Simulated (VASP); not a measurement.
# CO2 (P4_2/mnm) in VASP: further runs, part 2 of 3

VASP 6.6.1. The steps go on from the part before.

## Step 3: Single point, r2SCAN (volume scaled by 0.94, then relaxed in part)

POSCAR

```
CO2
1.0
    4.2682410061      0.0000000000      0.0000000000
    0.0000000000      4.2682410061      0.0000000000
    0.0000000000      0.0000000000      4.5642654710
C O
2 4
Direct
    0.5000000000      0.5000000000      0.5000000000
    0.0000000000      0.0000000000      0.0000000000
    0.3078446258      0.6921553742      0.5000000000
    0.6921553742      0.3078446258      0.5000000000
    0.1921553742      0.1921553742      0.0000000000
    0.8078446258      0.8078446258      0.0000000000
```

INCAR.step1

```
  PREC = Accurate
  ENCUT = 520
  ISMEAR = 0
  SIGMA = 0.02
  LREAL = False
  LASPH = True
  NELM = 60
  NBANDS = 25
  GGA = PE
  ALGO = Normal
  EDIFF = 1E-4
  LWAVE = True
  LCHARG = False
```

INCAR.step2

```
  PREC = Accurate
  ENCUT = 520
  EDIFF = 1E-6
  ISMEAR = 0
  SIGMA = 0.02
  LREAL = False
  LASPH = True
  NELM = 60
  ALGO = Normal
  ISIF = 2
  LWAVE = False
  LCHARG = False
  METAGGA = R2SCAN
  LMIXTAU = True
  NBANDS = 25
  ISTART = 1
```

KPOINTS

```
Automatic mesh
0
Gamma
  6 6 6
```

Potentials or basis: VASP PAW PBE potentials, release 64 (C, O).

On the command line:

```console
cat potpaw_PBE.64/C/POTCAR potpaw_PBE.64/O/POTCAR > POTCAR
cp INCAR.step1 INCAR
mpirun -np 1 vasp_std > vasp.out
cp INCAR.step2 INCAR
mpirun -np 1 vasp_std > vasp.out
```

OUTCAR:

```text
PREC = Accurate
   ENCUT = 520
   EDIFF = 1E-6
   ISMEAR = 0
   LREAL = False
   LASPH = True
   NELM = 60
   ISIF = 2
   METAGGA = R2SCAN
   ISTART = 1

 ion  position               nearest neighbor table
   1  0.500  0.500  0.500-   3 1.16   4 1.16
   2  0.000  0.000  0.000-   5 1.16   6 1.16
   3  0.308  0.692  0.500-   1 1.16
   4  0.692  0.308  0.500-   1 1.16
   5  0.192  0.192  0.000-   2 1.16
   6  0.808  0.808  0.000-   2 1.16

  LATTYP: Found a simple tetragonal cell.
 ALAT       =     4.2682410061
 C/A-ratio  =     1.0693551429

  Lattice vectors:

 A1 = (   4.2682410061,   0.0000000000,   0.0000000000)
 A2 = (   0.0000000000,   4.2682410061,   0.0000000000)
 A3 = (   0.0000000000,   0.0000000000,   4.5642654710)

Analysis of symmetry for initial positions (statically):
=====================================================================
 Subroutine PRICEL returns:
 Original cell was already a primitive cell.

 Routine SETGRP: Setting up the symmetry group for a
 simple tetragonal supercell.

 Subroutine GETGRP returns: Found 16 space group operations
 (whereof  8 operations were pure point group operations)
 out of a pool of 16 trial point group operations.

The static configuration has the point symmetry D_2h.
 The point group associated with its full space group is D_4h.

Analysis of symmetry for dynamics (positions and initial velocities):
=====================================================================
 Subroutine PRICEL returns:
 Original cell was already a primitive cell.

 Routine SETGRP: Setting up the symmetry group for a
 simple tetragonal supercell.

 Subroutine GETGRP returns: Found 16 space group operations
 (whereof  8 operations were pure point group operations)
 out of a pool of 16 trial point group operations.

The dynamic configuration has the point symmetry D_2h.
 The point group associated with its full space group is D_4h.

 Subroutine INISYM returns: Found 16 space group operations
 (whereof  8 operations are pure point group operations),
 and found     1 'primitive' translations

----------------------------------------------------------------------------------------

                                     Primitive cell

  volume of cell :      83.1512

  direct lattice vectors                    reciprocal lattice vectors
     4.268241006  0.000000000  0.000000000     0.234288551  0.000000000  0.000000000
     0.000000000  4.268241006  0.000000000     0.000000000  0.234288551  0.000000000
     0.000000000  0.000000000  4.564265471     0.000000000  0.000000000  0.219093303

  length of vectors
     4.268241006  4.268241006  4.564265471     0.234288551  0.234288551  0.219093303

  position of ions in fractional coordinates (direct lattice)
     0.500000000  0.500000000  0.500000000
     0.000000000  0.000000000  0.000000000
     0.307844626  0.692155374  0.500000000
     0.692155374  0.307844626  0.500000000
     0.192155374  0.192155374  0.000000000
     0.807844626  0.807844626  0.000000000

  ion indices of the primitive-cell ions
   primitive index   ion index
                 1           1
                 2           2
[... 29 lines left out ...]
 Found     40 irreducible k-points:

 Following reciprocal coordinates:
            Coordinates               Weight
  0.000000  0.000000  0.000000      1.000000
  0.166667  0.000000  0.000000      4.000000
  0.333333  0.000000  0.000000      4.000000
  0.500000  0.000000  0.000000      2.000000
  0.166667  0.166667  0.000000      4.000000
  0.333333  0.166667  0.000000      8.000000
[... 16 lines left out ...]
  0.333333  0.000000  0.333333      8.000000
  0.500000  0.000000  0.333333      4.000000
 [... further k-points ...]
   k-points           NKPTS =     40   k-points in BZ     NKDIM =     40   number of bands    NBANDS=     25
   number of dos      NEDOS =    301   number of ions     NIONS =      6
   total plane-waves  NPLWV =  36864
   dimension x,y,z NGX =    32 NGY =   32 NGZ =   36
   dimension x,y,z NGXF=    64 NGYF=   64 NGZF=   72
   ions per type =               2   4
   NGX,Y,Z   is equivalent  to a cutoff of  12.46, 12.46, 13.11 a.u.
   NGXF,Y,Z  is equivalent  to a cutoff of  24.93, 24.93, 26.22 a.u.
 SYSTEM =  unknown system
   PREC   = accura    normal or accurate (medium, high low for compatibility)
   ISTART =      1    job   : 0-new  1-cont  2-samecut
   ICHARG =      0    charge: 1-file 2-atom 10-const
   ISPIN  =      1    spin polarized calculation?
   LNONCOLLINEAR =      F non collinear calculations
   LSORBIT =      F    spin-orbit coupling
   LASPH  =      T    aspherical Exc in radial PAW
   ENCUT  =  520.0 eV  38.22 Ry    6.18 a.u.   7.94  7.94  8.49*2*pi/ulx,y,z
   NELM   =     60;   NELMIN=  2; NELMDL=  0     # of ELM steps
   EDIFF  = 0.1E-05   stopping-criterion for ELM
   LREAL  =      F    real-space projection
   EDIFFG = 0.1E-04   stopping-criterion for IOM
   NSW    =      0    number of steps for IOM
   IBRION =     -1    ionic relax: 0-MD 1-quasi-New 2-CG
   NFREE  =      0    steps in history (QN), initial steepest desc. (CG)
   ISIF   =      2    stress and relaxation
   ISYM   =      2    0-nonsym 1-usesym 2-fastsym
   POTIM  = 0.5000    time-step for ionic-motion
   TEBEG  =    0.0;   TEEND  =   0.0 temperature during run
   PSTRESS=    0.0 pullay stress
   NELECT =      32.0000    total number of electrons
   NUPDOWN=      -1.0000    fix difference up-down
   EMIN   =  10.00;   EMAX   =-10.00  energy-range for DOS
   EFERMI =   0.00;   METHOD = LEGACY
   ISMEAR =     0;   SIGMA  =   0.02  broadening in eV -4-tet -1-fermi 0-gaus
   EFERMI_NEDOS =   21; number of points for ismear=-14 and -15
   IALGO  =     38    algorithm
   IMIX   =      4    mixing-type and parameters
     AMIX     =   0.40;   BMIX     =  1.00
     AMIX_MAG =   1.60;   BMIX_MAG =  1.00
  volume/ion in A,a.u.               =      13.86        93.52
  Fermi-wavevector in a.u.,A,eV,Ry     =   1.190790  2.250267 19.292805  1.417981
  Thomas-Fermi vector in A             =   2.326867
   LORBIT       =      0    0 simple, 1 ext, 2 COOP (PROOUT), +10 PAW based schemes
   METAGGA = R2SCAN    functional components
   LHFCALC =     F    Hartree Fock is set to
   AEXX    =    0.0000 exact exchange contribution
   IVDW    =     0    specifies the selected vdW correction
   LEPSILON=     F    determine dielectric tensor
   LRPA    =     F    only Hartree local field effects (RPA)
 non-spin polarized calculation
 Gauss-broadening in eV      SIGMA  =   0.02
  energy-cutoff  :      520.00
  volume of cell :       83.15
 maximum number of plane-waves:      2272
 NGX is ok and might be reduce to    32
   NGX = 15   NGY = 15   NGZ = 17

 number of electron      32.0000019 magnetization

 Free energy of the ion-electron system (eV)
  ---------------------------------------------------
  ext. energy  EPLUGINS =         0.00000000
  ---------------------------------------------------
  free energy    TOTEN  =       -51.46389117 eV

  energy without entropy =      -51.46389117  energy(sigma->0) =      -51.46389117

 E-fermi :  -3.4163     XC(G=0):  -8.6068

 val. band max:       -3.6063052933   @ k =   0.5000   0.5000   0.5000
 cond. band min:       3.6811962984   @ k =   0.0000   0.0000   0.0000
 fundamental gap:      7.2875015917
 Fermi energy:        -3.4163170735

 k-point     1 :       0.0000    0.0000    0.0000
  band No.  band energies     occupation
      1     -25.6741      2.00000
      2     -25.3609      2.00000
      3     -24.3732      2.00000
      4     -24.3732      2.00000
      5      -9.4725      2.00000
      6      -9.0750      2.00000
[... 661 lines left out ...]
     24      10.5481      0.00000
     25      12.5657      0.00000

 [... further k-points ...]

------------------------ aborting loop because EDIFF is reached ----------------------------------------

  FORCE on cell =-STRESS in cart. coord.  units (eV):
  Direction    XX          YY          ZZ          XY          YZ          ZX
  --------------------------------------------------------------------------------------
  -------------------------------------------------------------------------------------
  Total        1.9061132      1.9061132      0.1157213     -0.0000000      0.0000000      0.0000000
  in kB       36.7274264     36.7274264      2.2297439     -0.0000000      0.0000000      0.0000000
  external PRESSURE =      25.2281989 kB  Pullay stress =       0.0000000 kB

 VOLUME and BASIS-vectors are now :
 -----------------------------------------------------------------------------
  energy-cutoff  :      520.00
  volume of cell :       83.15
      direct lattice vectors                 reciprocal lattice vectors
     4.268241006  0.000000000  0.000000000     0.234288551  0.000000000  0.000000000
     0.000000000  4.268241006  0.000000000     0.000000000  0.234288551  0.000000000
     0.000000000  0.000000000  4.564265471     0.000000000  0.000000000  0.219093303

 POSITION                                       TOTAL-FORCE (eV/Angst)
 -----------------------------------------------------------------------------------
      2.13412      2.13412      2.28213        -0.000000      0.000000      0.000000
      0.00000      0.00000      0.00000        -0.000000      0.000000      0.000000
      1.31396      2.95429      2.28213        -0.562409      0.562409      0.000000
      2.95429      1.31396      2.28213         0.562409     -0.562409      0.000000
      0.82017      0.82017      0.00000         0.562409      0.562409      0.000000
      3.44808      3.44808      0.00000        -0.562409     -0.562409     -0.000000
 -----------------------------------------------------------------------------------
    total drift:                                0.000000     -0.000000     -0.000000

  FREE ENERGIE OF THE ION-ELECTRON SYSTEM (eV)
  ---------------------------------------------------
  free  energy   TOTEN  =       -51.4638911738 eV

  energy  without entropy=      -51.4638911738  energy(sigma->0) =      -51.46389117
```

It took 4.5 min on 1 thread of Oxide Virtual Turin-like, shared host; peak memory 0.19 GiB.

What came out:

- Free energy: -51.4639 eV
- Pressure: 2.5 GPa
- Largest force: 0.795 eV/Å
- Band gap on the k mesh: 7.29 eV, indirect (least direct gap 7.73 eV)

Forces in eV/Å, atoms in the order of the input:
```
C    0.000  0.000  0.000
C    0.000  0.000  0.000
O   -0.562  0.562  0.000
O    0.562 -0.562  0.000
O    0.562  0.562  0.000
O   -0.562 -0.562  0.000
```

Stress tensor (GPa, compression positive):
```
3.67 0.00 0.00
0.00 3.67 0.00
0.00 0.00 0.22
```

Caveat: the PAW data sets were made with another functional, which shifts forces and pressure a little.

## Step 4: Single point, r2SCAN (volume scaled by 0.97, then relaxed in part)

POSCAR

```
CO2
1.0
    4.3182021464      0.0000000000      0.0000000000
    0.0000000000      4.3182021464      0.0000000000
    0.0000000000      0.0000000000      4.6015771397
C O
2 4
Direct
    0.5000000000      0.5000000000      0.5000000000
    0.0000000000      0.0000000000      0.0000000000
    0.3100325962      0.6899674038      0.5000000000
    0.6899674038      0.3100325962      0.5000000000
    0.1899674038      0.1899674038      0.0000000000
    0.8100325962      0.8100325962      0.0000000000
```

INCAR.step1

```
PREC = Accurate ; ENCUT = 520
ISMEAR = 0 ; SIGMA = 0.02
LREAL = F ; LASPH = T
NELM = 60 ; NBANDS = 25
GGA = PE ; ALGO = Normal
EDIFF = 1E-4 ; LWAVE = T
LCHARG = F
```

INCAR.step2

```
PREC = Accurate ; ENCUT = 520
EDIFF = 1E-7 ; ISMEAR = 0
SIGMA = 0.02 ; LREAL = F
LASPH = T ; NELM = 60
ALGO = Normal ; ISIF = 2
LWAVE = F ; LCHARG = T
METAGGA = R2SCAN ; LMIXTAU = T
LELF = T ; LVHAR = T
NBANDS = 25 ; ISTART = 1
```

KPOINTS

```
regular mesh
0
Gamma
  6 6 6
```

On the command line:

```console
cat potpaw_PBE.64/C/POTCAR potpaw_PBE.64/O/POTCAR > POTCAR
cp INCAR.step1 INCAR
mpirun -np 1 vasp_std > vasp.out
cp INCAR.step2 INCAR
mpirun -np 1 vasp_std > vasp.out
```

Run time: 5.7 min. Hardware: 1 thread of Oxide Virtual Turin-like, shared host; peak memory 0.19 GiB.

The run converged. Its results:

```
Free energy            : -51.4701 eV
Pressure               : 2.2 GPa
Largest force          : 0.793 eV/Å
Band gap on the k mesh : 7.28 eV, indirect (least direct gap 7.68 eV)
```

Forces on the atoms (eV/Å):
```
C    0.000  0.000  0.000
C    0.000  0.000  0.000
O   -0.561  0.561  0.000
O    0.561 -0.561  0.000
O    0.561  0.561  0.000
O   -0.561 -0.561  0.000
```

Stress tensor (GPa, compression positive):
```
 3.29  0.00  0.00
 0.00  3.29  0.00
 0.00  0.00 -0.09
```

Levels at points of the mesh, in eV from the valence-band top:
```csv
k point,band 13,band 14,band 15,band 16,band 17,band 18,band 19,band 20
"(0.00, 0.00, 0.00)",-1.27,-0.41,-0.41,-0.40,7.28,8.39,8.82,8.82
"(0.50, 0.00, 0.00)",-0.45,-0.45,-0.42,-0.42,8.96,8.96,9.11,9.11
"(0.50, 0.50, 0.00)",-0.57,-0.57,0.00,0.00,9.16,9.16,9.21,9.21
"(0.00, 0.00, 0.50)",-0.85,-0.85,-0.42,-0.42,8.76,8.76,8.97,8.97
"(0.50, 0.00, 0.50)",-0.80,-0.80,-0.20,-0.20,8.82,8.82,9.37,9.37
"(0.50, 0.50, 0.50)",-0.44,-0.44,0.00,0.00,8.59,8.59,9.22,9.22
```

Caveat: the PAW data sets were made with another functional, which shifts forces and pressure a little.

[end of part 2 of 3]
